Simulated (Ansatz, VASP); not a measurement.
## One calculation of SiC, two programs

The input POSCAR:

```
SiC
1.0
    0.0000000000      2.1740000000      2.1740000000
    2.1740000000      0.0000000000      2.1740000000
    2.1740000000      2.1740000000      0.0000000000
Si C
1 1
Direct
   -0.0609855205      0.0000000000      0.0000000000
    0.7500000000      0.7500000000      0.7500000000
```

INCAR.step1

```
PREC = Accurate
ENCUT = 520
ISMEAR = 0
SIGMA = 0.05
LREAL = F
LASPH = T
NELM = 100
NBANDS = 11
GGA = PE
ALGO = Normal
EDIFF = 1E-4
LWAVE = T
LCHARG = F
```

INCAR.step2

```
PREC = Accurate
ENCUT = 520
EDIFF = 1E-6
ISMEAR = 0
SIGMA = 0.05
LREAL = F
LASPH = T
NELM = 100
ALGO = Normal
ISIF = 2
LWAVE = F
LCHARG = F
METAGGA = R2SCAN
LMIXTAU = T
NBANDS = 11
ISTART = 1
```

KPOINTS

```
Automatic mesh
0
Gamma
  12 12 12
```

Input for Ansatz:

```yaml
crystal:
  lattice:
    - [0.0, 2.174, 2.174]
    - [2.174, 0.0, 2.174]
    - [2.174, 2.174, 0.0]
  atoms:
    - { symbol: Si, position: [-0.0609855205, 0.0, 0.0] }
    - { symbol: C, position: [0.75, 0.75, 0.75] }
basis:
  ecutwfc: 500
kpoints:
  mp_grid: { grid: [12, 12, 12] }
hamiltonian:
  xc: r2scan
scf:
  occupations: { method: gaussian, width: 0.05 }
output:
  forces: true
  stress: true
  eigenvalues: true
```

Change from the starting cell: all Si atoms moved +0.188 Å, as atom 1 towards its neighbour atom 1 (Si) at 3.075 Å.

Alike in both runs: task single point; functional r2SCAN; k mesh 12 × 12 × 12; occupations gaussian, width 0.05 eV; no spin polarisation.

|  | VASP | Ansatz |
| --- | --- | --- |
| version | VASP 6.6.1 | Ansatz 0.2.0 |
| potentials or method | VASP PAW PBE potentials, release 64 (Si, C), cutoff 520 eV | scalar-relativistic, plane waves, PAW |
| valence electrons in the cell | 8 | 8 |

|  | VASP | Ansatz | Ansatz less VASP |
| --- | --- | --- | --- |
| gap on the k mesh at the Fermi level (eV) | 0.80 | 0.79 | -0.009 |
| least direct gap on the mesh (eV) | 4.65 | 4.63 | -0.013 |
| pressure (GPa) | 5.5 | 5.8 | +0.23 |
| traceless stress, the component that is largest in VASP (GPa) | 8.93 | 9.01 | +0.086 |
| rms of the force components (eV/Å) | 2.331 | 2.338 | +0.0073 |

VASP's potentials were made for PBE, not for r2SCAN. Atom by atom the forces differ by 0.008 eV/Å (rms over components). With one functional, cell and mesh, what is left measures potentials, basis and numerics.
